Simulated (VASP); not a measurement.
A run of VASP 6.6.1 is set up as follows.

INCAR

```
PREC = Accurate ; ENCUT = 500
EDIFF = 1E-6 ; ISMEAR = 0
SIGMA = 0.013000000000000001 ; LREAL = False
LASPH = True ; NELM = 120
ALGO = Normal ; ISIF = 2
LWAVE = False ; LCHARG = False
GGA = PE ; NBANDS = 12
GGA_COMPAT = False
```

The input KPOINTS:

```
Automatic mesh
0
Gamma
  10 10 10
```

The input POSCAR:

```
Ga
1.0
    2.7164800000      0.0000000000      0.0000000000
    0.0000000000      2.7164800000      0.0000000000
    0.0000000000      0.0000000000      2.7164800000
Ga
1
Direct
    0.0000000000      0.0000000000      0.0000000000
```

Potentials or basis: VASP PAW PBE potentials, release 64 (Ga_d).

The run is started by

```bash
$ cat potpaw_PBE.64/Ga_d/POTCAR > POTCAR
$ mpirun -np 1 vasp_std > vasp.out
```

(1) Estimate the pressure.

## Answers

(1) 0.7 GPa.
